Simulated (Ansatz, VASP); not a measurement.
TiSi2: VASP beside Ansatz

```
CELL_PARAMETERS angstrom
1.76511 -6.75928 0.00000
1.76511 6.75928 0.00000
0.00000 0.00000 3.56517
ATOMIC_POSITIONS crystal
Ti 0.89688 0.10312 0.75000
Ti 0.10312 0.89688 0.25000
Si 0.55825 0.44175 0.75000
Si 0.44175 0.55825 0.25000
Si 0.24969 0.75031 0.75000
Si 0.75031 0.24969 0.25000
```

Alike in both runs: task single point; functional r2SCAN; k mesh 6 × 6 × 6; occupations gaussian, width 0.1 eV; no spin polarisation.

|  | VASP | Ansatz |
| --- | --- | --- |
| version | VASP 6.6.1 | Ansatz 0.2.0 |
| potentials or method | VASP PAW PBE potentials, release 64 (Ti_sv, Si), cutoff 520 eV | scalar-relativistic, plane waves, PAW |
| valence electrons in the cell | 40 | 40 |

Ansatz gave:

| Item | Value |
| --- | --- |
| gap on the k mesh at the Fermi level (eV) | none |
| pressure (GPa) | 0.0 |
| traceless stress, the component that is largest in VASP (GPa) | -0.18 |
| rms of the force components (eV/Å) | 0.022 |

Task: Which values does VASP return?

Result: gap on the k mesh at the Fermi level (eV): none; pressure (GPa): 0.1; traceless stress, the component that is largest in VASP (GPa): -0.27; rms of the force components (eV/Å): 0.018.

VASP's potentials were made for PBE, not for r2SCAN. Atom by atom the forces differ by 0.005 eV/Å (rms over components). A gap of «none» marks a metal or a gap that the smearing closes. With one functional, cell and mesh, what is left measures potentials, basis and numerics.
